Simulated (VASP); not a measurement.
TaN, 2 atoms in the cell. The structure is hexagonal, space group P-6m2 (No. 187). The conventional cell has a = 2.962 Å, b = 2.962 Å, c = 2.907 Å, α = 90.00°, β = 90.00°, γ = 120.00°. Ta (site symmetry -6m2) has 6 N at 2.24 Å and 8 Ta at 2.91 to 2.96 Å within 3.0 Å. Within 3.0 Å of N (site symmetry -6m2) lie 6 Ta at 2.24 Å and 8 N at 2.91 to 2.96 Å. 

```yaml
Program: VASP 6.6.1
Task: single point
Functional: PBEsol
Potentials_or_basis: VASP PAW PBE potentials, release 64 (Ta_pv, N)
Cutoff: 520 eV
k_mesh: 11 × 11 × 10
Occupations: fermi-dirac, width 0.1 eV
Spin: no spin polarisation
Dipole_correction: no
Further_INCAR_settings: ALGO = Normal; EDIFF = 1e-06; NBANDS = 15
```

Potentials or basis: VASP PAW PBE potentials, release 64 (Ta_pv, N).

Run with:

```sh
$ cat potpaw_PBE.64/Ta_pv/POTCAR potpaw_PBE.64/N/POTCAR > POTCAR
$ mpirun -np 1 vasp_std > vasp.out
```

Hardware: 1 thread of AMD EPYC 7R13, with other jobs on the host.

Estimate the wall time of this run.

Wall time 66 s on 1 thread of AMD EPYC 7R13 (shared host), peak memory 0.13 GiB. Counts: scf iterations 12, k points 96.
